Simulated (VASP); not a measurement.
# SrO (Fm-3m) in VASP: single point with PBE

Aim: the single point of SrO with PBE.

Program: VASP 6.6.1. These are calculated values, not measurements. Logs are shortened: lines on timing, memory, paths and dates and some standing lists are left out, and cuts for length are marked.

### 1 The cell of the first run

It takes space group Fm-3m (No. 225, cubic). The conventional cell has a = 5.160 Å, b = 5.160 Å, c = 5.160 Å, α = 90.00°, β = 90.00°, γ = 90.00°. Within 3.4 Å of Sr (site symmetry m-3m) lie 6 O at 2.58 Å. O (site symmetry m-3m) has 6 Sr at 2.58 Å within 3.4 Å.

### 2 Single point, PBE

INCAR reads:

```
SYSTEM = SrO
ALGO = Normal
EDIFF = 1E-6
ENCUT = 600
GGA = PE
GGA_COMPAT = .False.
ISIF = 2
ISMEAR = 0
LASPH = .True.
LCHARG = .False.
LREAL = .False.
LWAVE = .False.
NBANDS = 15
NELM = 120
PREC = Accurate
SIGMA = 0.01
```

KPOINTS reads:

```
k-points
0
Gamma
  2 2 2
  0 0 0
```

POSCAR reads:

```
SrO
1.0
    0.0000000000      2.5800000000      2.5800000000
    2.5800000000      0.0000000000      2.5800000000
    2.5800000000      2.5800000000      0.0000000000
Sr O
1 1
Direct
    0.0000000000      0.0000000000      0.0000000000
    0.5000000000      0.5000000000      0.5000000000
```

Potentials or basis: VASP PAW PBE potentials, release 64 (Sr_sv, O).

Started as:

```console
> cat potpaw_PBE.64/Sr_sv/POTCAR potpaw_PBE.64/O/POTCAR > POTCAR
> mpirun -np 1 vasp_std > vasp.out
```

OUTCAR:

```text
SYSTEM = SrO
   EDIFF = 1E-6
   ENCUT = 600
   GGA = PE
   ISIF = 2
   ISMEAR = 0
   LASPH = .True.
   LREAL = .False.
   NELM = 120
   PREC = Accurate

 ion  position               nearest neighbor table
   1  0.000  0.000  0.000-   2 2.58   2 2.58   2 2.58   2 2.58   2 2.58   2 2.58
   2  0.500  0.500  0.500-   1 2.58   1 2.58   1 2.58   1 2.58   1 2.58   1 2.58

  LATTYP: Found a face centered cubic cell.
 ALAT       =     5.1600000000

  Lattice vectors:

 A1 = (   0.0000000000,   2.5800000000,   2.5800000000)
 A2 = (   2.5800000000,   0.0000000000,   2.5800000000)
 A3 = (   2.5800000000,   2.5800000000,   0.0000000000)

Analysis of symmetry for initial positions (statically):
=====================================================================
 Subroutine PRICEL returns:
 Original cell was already a primitive cell.

 Routine SETGRP: Setting up the symmetry group for a
 face centered cubic supercell.

 Subroutine GETGRP returns: Found 48 space group operations
 (whereof 48 operations were pure point group operations)
 out of a pool of 48 trial point group operations.

The static configuration has the point symmetry O_h .

Analysis of symmetry for dynamics (positions and initial velocities):
=====================================================================
 Subroutine PRICEL returns:
 Original cell was already a primitive cell.

 Routine SETGRP: Setting up the symmetry group for a
 face centered cubic supercell.

 Subroutine GETGRP returns: Found 48 space group operations
 (whereof 48 operations were pure point group operations)
 out of a pool of 48 trial point group operations.

The dynamic configuration has the point symmetry O_h .

 Subroutine INISYM returns: Found 48 space group operations
 (whereof 48 operations are pure point group operations),
 and found     1 'primitive' translations

----------------------------------------------------------------------------------------

                                     Primitive cell

  volume of cell :      34.3470

  direct lattice vectors                    reciprocal lattice vectors
     0.000000000  2.580000000  2.580000000    -0.193798450  0.193798450  0.193798450
     2.580000000  0.000000000  2.580000000     0.193798450 -0.193798450  0.193798450
     2.580000000  2.580000000  0.000000000     0.193798450  0.193798450 -0.193798450

  length of vectors
     3.648670991  3.648670991  3.648670991     0.335668761  0.335668761  0.335668761
[... 68 lines left out ...]
   TEBEG  =    0.0;   TEEND  =   0.0 temperature during run
   PSTRESS=    0.0 pullay stress
   NELECT =      16.0000    total number of electrons
   NUPDOWN=      -1.0000    fix difference up-down
   EMIN   =  10.00;   EMAX   =-10.00  energy-range for DOS
   EFERMI =   0.00;   METHOD = LEGACY
   ISMEAR =     0;   SIGMA  =   0.01  broadening in eV -4-tet -1-fermi 0-gaus
   EFERMI_NEDOS =   21; number of points for ismear=-14 and -15
   IALGO  =     38    algorithm
   IMIX   =      4    mixing-type and parameters
     AMIX     =   0.40;   BMIX     =  1.00
     AMIX_MAG =   1.60;   BMIX_MAG =  1.00
  volume/ion in A,a.u.               =      17.17       115.89
  Fermi-wavevector in a.u.,A,eV,Ry     =   1.269069  2.398192 21.912663  1.610535
  Thomas-Fermi vector in A             =   2.402130
   LORBIT       =      0    0 simple, 1 ext, 2 COOP (PROOUT), +10 PAW based schemes
   GGA     = PE    functional components
   LHFCALC =     F    Hartree Fock is set to
   AEXX    =    0.0000 exact exchange contribution
   IVDW    =     0    specifies the selected vdW correction
   LEPSILON=     F    determine dielectric tensor
   LRPA    =     F    only Hartree local field effects (RPA)
 non-spin polarized calculation
 Gauss-broadening in eV      SIGMA  =   0.01
  energy-cutoff  :      600.00
  volume of cell :       34.35
 maximum number of plane-waves:      1162
 NGX is ok and might be reduce to    30
   NGX = 15   NGY = 15   NGZ = 15

 number of electron      15.9999998 magnetization

 Free energy of the ion-electron system (eV)
  ---------------------------------------------------
  ext. energy  EPLUGINS =         0.00000000
  ---------------------------------------------------
  free energy    TOTEN  =       -11.85139133 eV

  energy without entropy =      -11.85139133  energy(sigma->0) =      -11.85139133

 E-fermi :   1.9389     XC(G=0):  -9.9416

 val. band max:        1.8391995729   @ k =   0.0000   0.0000   0.0000
 cond. band min:       4.9007468758   @ k =   0.5000   0.5000   0.0000
 fundamental gap:      3.0615473029
 Fermi energy:         1.9389240512

 k-point     1 :       0.0000    0.0000    0.0000
  band No.  band energies     occupation
      1     -30.8776      2.00000
      2     -13.2266      2.00000
      3     -12.5197      2.00000
      4     -12.5197      2.00000
      5     -12.5197      2.00000
      6       1.8392      2.00000
      7       1.8392      2.00000
      8       1.8392      2.00000
      9       5.5929      0.00000
     10       7.7922      0.00000
     11       7.7922      0.00000
     12       7.7922      0.00000
     13       9.9315      0.00000
     14       9.9315      0.00000
[... 23 lines left out ...]
      2     -13.4346      2.00000
      3     -13.1908      2.00000
      4     -12.8694      2.00000
      5     -12.8694      2.00000
      6       1.3496      2.00000
      7       1.7327      2.00000
      8       1.7327      2.00000
      9       4.9007      0.00000
     10       9.3660      0.00000
     11      11.6953      0.00000
     12      12.0167      0.00000
     13      12.5774      0.00000
     14      12.5774      0.00000
     15      15.1627      0.00000

------------------------ aborting loop because EDIFF is reached ----------------------------------------

  FORCE on cell =-STRESS in cart. coord.  units (eV):
  Direction    XX          YY          ZZ          XY          YZ          ZX
  --------------------------------------------------------------------------------------
  -------------------------------------------------------------------------------------
  Total        0.5883152      0.5883152      0.5883152      0.0000000      0.0000000     -0.0000000
  in kB       27.4429968     27.4429968     27.4429968      0.0000000      0.0000000     -0.0000000
  external PRESSURE =      27.4429968 kB  Pullay stress =       0.0000000 kB

 VOLUME and BASIS-vectors are now :
 -----------------------------------------------------------------------------
  energy-cutoff  :      600.00
  volume of cell :       34.35
      direct lattice vectors                 reciprocal lattice vectors
     0.000000000  2.580000000  2.580000000    -0.193798450  0.193798450  0.193798450
     2.580000000  0.000000000  2.580000000     0.193798450 -0.193798450  0.193798450
     2.580000000  2.580000000  0.000000000     0.193798450  0.193798450 -0.193798450

 POSITION                                       TOTAL-FORCE (eV/Angst)
 -----------------------------------------------------------------------------------
      0.00000      0.00000      0.00000         0.000000     -0.000000      0.000000
      2.58000      2.58000      2.58000        -0.000000      0.000000     -0.000000
 -----------------------------------------------------------------------------------
    total drift:                                0.000000      0.000000      0.000000

  FREE ENERGIE OF THE ION-ELECTRON SYSTEM (eV)
  ---------------------------------------------------
  free  energy   TOTEN  =       -11.8513913297 eV

  energy  without entropy=      -11.8513913297  energy(sigma->0) =      -11.85139133
```

stdout:

```text
POSCAR found type information on POSCAR SrO
 POSCAR found :  2 types and       2 ions
 scaLAPACK will be used
 LDA part: xc-table for (Slater+PW92), standard interpolation
 POSCAR, INCAR and KPOINTS ok, starting setup
 FFT: planning ... GRIDC
 FFT: planning ... GRID_SOFT
 FFT: planning ... GRID
 WAVECAR not read
 entering main loop
```

It took 5.1 s on 1 thread of Intel Xeon Platinum 8259CL at 2.50GHz (Skylake/Cascade Lake), shared host; peak memory 0.16 GiB.

Results:

* Free energy: -11.8514 eV
* Pressure: 2.7 GPa
* Band gap on the k mesh: 3.06 eV, indirect (least direct gap 3.17 eV)

Levels at points of the mesh, in eV from the valence-band top:
| k point | band 5 | band 6 | band 7 | band 8 | band 9 | band 10 | band 11 | band 12 |
| --- | --- | --- | --- | --- | --- | --- | --- | --- |
| (0.00, 0.00, 0.00) | -14.36 | 0.00 | 0.00 | 0.00 | 3.75 | 5.95 | 5.95 | 5.95 |
| (0.50, 0.00, 0.00) | -13.01 | -2.22 | -1.15 | -1.15 | 6.38 | 8.20 | 8.57 | 8.57 |
| (0.50, 0.50, 0.00) | -14.71 | -0.49 | -0.11 | -0.11 | 3.06 | 7.53 | 9.86 | 10.18 |

Caveat: the k points lie up to 1.05 Å⁻¹ apart. A k mesh can miss the band edges.
